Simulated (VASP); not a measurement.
Here is a VASP 6.6.1 calculation.

File INCAR:

```
ALGO = Normal
EDIFF = 1E-7
EDIFFG = -0.04
ENCUT = 910
GGA = PE
GGA_COMPAT = F
IBRION = 2
ISIF = 3
ISMEAR = 0
LASPH = T
LCHARG = F
LREAL = F
LWAVE = F
NELM = 120
NELMIN = 4
NSW = 90
PREC = Accurate
SIGMA = 0.1
```

Contents of KPOINTS:

```
k-points
0
Gamma
  6 6 4
```

Contents of POSCAR:

```
CsH5
1.0
    3.9577432400      0.0000000000      0.0000000000
   -1.9788716200      3.4275061900      0.0000000000
    0.0000000000      0.0000000000      5.5335843500
Cs H
1 5
Direct
    0.0000000000      0.0000000000      0.0000000000
    0.5000000000      0.0000000000      0.0000000000
    0.0000000000      0.5000000000      0.0000000000
    0.5000000000      0.5000000000      0.0000000000
    0.0000000000      0.0000000000      0.3726795000
    0.0000000000      0.0000000000      0.6273205000
```

Potentials or basis: VASP PAW PBE potentials, release 64 (Cs_sv, H_h).

Command:

```bash
$ cat potpaw_PBE.64/Cs_sv/POTCAR potpaw_PBE.64/H_h/POTCAR > POTCAR
$ mpirun -np 1 vasp_std > vasp.out
```

(1) Predict the space group after relaxing (to 0.1 Å).

(2) Estimate the relaxed cell.

(3) Estimate the relaxed volume.

Answers

(1) P6/mmm (No. 191).

(2) a = 5.363 Å, b = 5.363 Å, c = 7.185 Å, α = 90.00°, β = 90.00°, γ = 120.00°.

(3) 29.83 Å³/atom.

Caveat: the volume moved by over 15 % at a fixed basis, so the end points are rough.
